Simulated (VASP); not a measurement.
Input of a VASP 6.6.1 run:

File INCAR:

```
PREC = Accurate
ENCUT = 600
EDIFF = 1E-8
ISMEAR = -1
SIGMA = 0.1
LREAL = False
LASPH = True
NELM = 80
ALGO = Normal
ISIF = 3
LWAVE = False
LCHARG = False
GGA = PS
IBRION = 6
NFREE = 2
POTIM = 0.015
NSW = 1
```

File KPOINTS:

```
Automatic mesh
0
Gamma
  16 16 12
```

POSCAR

```
MgB2
1.0
    2.9951137153      0.0000000000      0.0000000000
   -1.4975568576      2.5938445646      0.0000000000
    0.0000000000      0.0000000000      3.3542978597
Mg B
1 2
Direct
    0.0000000000      0.0000000000      0.0000000000
    0.3333333333      0.6666666667      0.5000000000
    0.6666666667      0.3333333333      0.5000000000
```

Potentials or basis: VASP PAW PBE potentials, release 64 (Mg, B).

Run with:

```bash
$ cat potpaw_PBE.64/Mg/POTCAR potpaw_PBE.64/B/POTCAR > POTCAR
$ mpirun -np 1 vasp_std > vasp.out
```

(1) What does it give for the Voigt bulk modulus?

(2) Predict the highest phonon frequency at Γ.

Answers

(1) 197 GPa.

(2) 731 cm⁻¹.

Caveat: the cell is under stress, which shifts elastic constants; the PAW data sets were made with another functional, which shifts forces and pressure a little.
